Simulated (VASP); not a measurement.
A run of VASP 6.6.1 is set up as follows.

Contents of INCAR:

```
SYSTEM = Cu
PREC = Accurate
ENCUT = 520
EDIFF = 1E-7
ISMEAR = -1
SIGMA = 0.03
LREAL = .False.
LASPH = .True.
NELM = 80
ALGO = Normal
ISIF = 2
LWAVE = .False.
LCHARG = .False.
GGA = PS
NBANDS = 12
```

The input KPOINTS:

```
Automatic mesh
0
Gamma
  17 17 17
  0 0 0
```

POSCAR

```
Cu
1.0
   -0.0361500000      1.7894250000      1.7894250000
    1.7894250000     -0.0361500000      1.7894250000
    1.7894250000      1.7894250000     -0.0361500000
Cu
1
Direct
    0.0000000000      0.0000000000      0.0000000000
```

Potentials or basis: VASP PAW PBE potentials, release 64 (Cu).

Run with:

```sh
$ cat potpaw_PBE.64/Cu/POTCAR > POTCAR
$ mpirun -np 1 vasp_std > vasp.out
```

**Question.** Estimate the pressure.

**Answer.** -5.7 GPa.

Stress tensor (GPa, compression positive):
```
-5.71  1.29  1.29
 1.29 -5.71  1.29
 1.29  1.29 -5.71
```

Caveat: the cell differs from its parent crystal (equal xy, yz and zx shear strains of -2 %); the PAW data sets were made with another functional, which shifts forces and pressure a little.
